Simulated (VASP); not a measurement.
Al, 1 atom in the cell. Symmetry: R-3m, No. 166, trigonal system. The conventional cell has a = 5.055 Å, b = 5.055 Å, c = 2.198 Å, α = 90.00°, β = 90.00°, γ = 120.00°. Within 3.1 Å of Al (site symmetry -3m) lie 8 Al at 2.20 to 3.01 Å.  This cell differs from its parent crystal: ratio of the length along [111] to the lengths across it x 0.71, volume and fractional coordinates fixed.

```yaml
Program: VASP 6.6.1
Task: single point
Functional: r2SCAN
Potentials_or_basis: VASP PAW PBE potentials, release 64 (Al)
Cutoff: 520 eV
k_mesh: 30 × 30 × 30
Occupations: gaussian, width 0.15 eV
Spin: no spin polarisation
Dipole_correction: no
Further_INCAR_settings: ALGO = Normal; EDIFF = 1e-07; NBANDS = 8
```

Potentials or basis: VASP PAW PBE potentials, release 64 (Al).

Command:

```sh
$ cat potpaw_PBE.64/Al/POTCAR > POTCAR
$ cp INCAR.step1 INCAR
$ mpirun -np 1 vasp_std > vasp.out
$ cp INCAR.step2 INCAR
$ mpirun -np 1 vasp_std > vasp.out
```

Hardware: 1 thread of Intel(R) Xeon(R) 6975P-C (Granite Rapids), with other jobs on the host.

Estimate the wall time of this run.

It took 12 min on 1 thread of Intel(R) Xeon(R) 6975P-C (Granite Rapids), on a shared host, peak memory 0.38 GiB. Counts: k points 2496.
